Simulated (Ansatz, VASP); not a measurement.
## Two plane-wave programs on KCl

```xyz
2
Lattice="0.0000 3.4086 3.4086 3.4086 0.0000 3.4086 3.4086 3.4086 0.0000" Properties=species:S:1:pos:R:3 pbc="T T T"
K     0.0000    0.0000    0.0000
Cl    3.4086    3.4086    3.4086
```

Change from the starting cell: strain +0.080 along x and y, +0.080 along z, atoms carried along.

Alike in both runs: task single point; functional r2SCAN; k mesh 6 × 6 × 6; occupations gaussian, width 0.05 eV; no spin polarisation.

```csv
,VASP,Ansatz
version,VASP 6.6.1,Ansatz 0.2.0
potentials or method,"VASP PAW PBE potentials, release 64 (K_sv, Cl), cutoff 550 eV","scalar-relativistic, plane waves, PAW"
valence electrons in the cell,16,16
```

```tsv
	VASP	Ansatz	Ansatz less VASP
gap on the k mesh at the Fermi level (eV)	5.10	5.09	-0.003
least direct gap on the mesh (eV)	5.10	5.09	-0.003
pressure (GPa)	-2.6	-2.5	+0.03
```

VASP's potentials were made for PBE, not for r2SCAN. The functional is the same, so the differences come from potentials, cutoffs and numerics.
